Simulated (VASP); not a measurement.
Set up this calculation in VASP 6.6.1, as the native input.

```yaml
Task: relaxation of cell and atoms
Functional: LDA
Potentials_or_basis: VASP PAW LDA potentials, release 64 (Hg)
Cutoff: 600 eV
k_mesh: 15 × 15 × 8
Occupations: fermi-dirac, width 0.05 eV
Spin: no spin polarisation
Dipole_correction: no
Further_INCAR_settings: ALGO = Normal; EDIFF = 1e-06; IBRION = 2; EDIFFG = -0.005; NSW = 60; ISIF = 3
```

The structure of Hg lies in POSCAR:

```
Hg
1.0
    3.1862461845      0.0000000000      0.0000000000
   -1.5931230922      2.7593701385      0.0000000000
    0.0000000000      0.0000000000      5.1617188189
Hg
2
Direct
    0.3333333333      0.6666666667      0.2500000000
    0.6666666667      0.3333333333      0.7500000000
```

These files were run (other wordings do the same):

INCAR

```
PREC = Accurate
ENCUT = 600
EDIFF = 1E-6
ISMEAR = -1
SIGMA = 0.05
LREAL = False
LASPH = True
NELM = 100
ALGO = Normal
ISIF = 3
LWAVE = False
LCHARG = False
GGA = CA
IBRION = 2
NSW = 60
EDIFFG = -0.005
```

KPOINTS

```
regular mesh
0
Gamma
  15 15 8
```

Potentials or basis: VASP PAW LDA potentials, release 64 (Hg).

Command:

```console
$ cat potpaw_LDA.64/Hg/POTCAR > POTCAR
$ mpirun -np 1 vasp_std > vasp.out
```

It gave:

```yaml
Relaxed_volume: 22.40 Å³/atom
Relaxed_cell: a = 3.194 Å, b = 3.194 Å, c = 5.071 Å, α = 90.00°, β = 90.00°, γ = 120.00°
Space_group_after_relaxing_to_0.1_Å: P6_3/mmc (No. 194)
Energy_gained_by_relaxing: 1.1 meV/atom
Ionic_steps: 11
Pressure_after_relaxing: 0.0 GPa
Band_gap_on_the_k_mesh: zero (bands 12 and 13 overlap by 1.39 eV)
```

Caveat: spin-orbit coupling is left out, which moves the levels of the heavy elements.

Wall time 4.2 min on 1 thread of Intel(R) Xeon(R) Platinum 8488C (Sapphire Rapids) (shared host), peak memory 0.23 GiB.
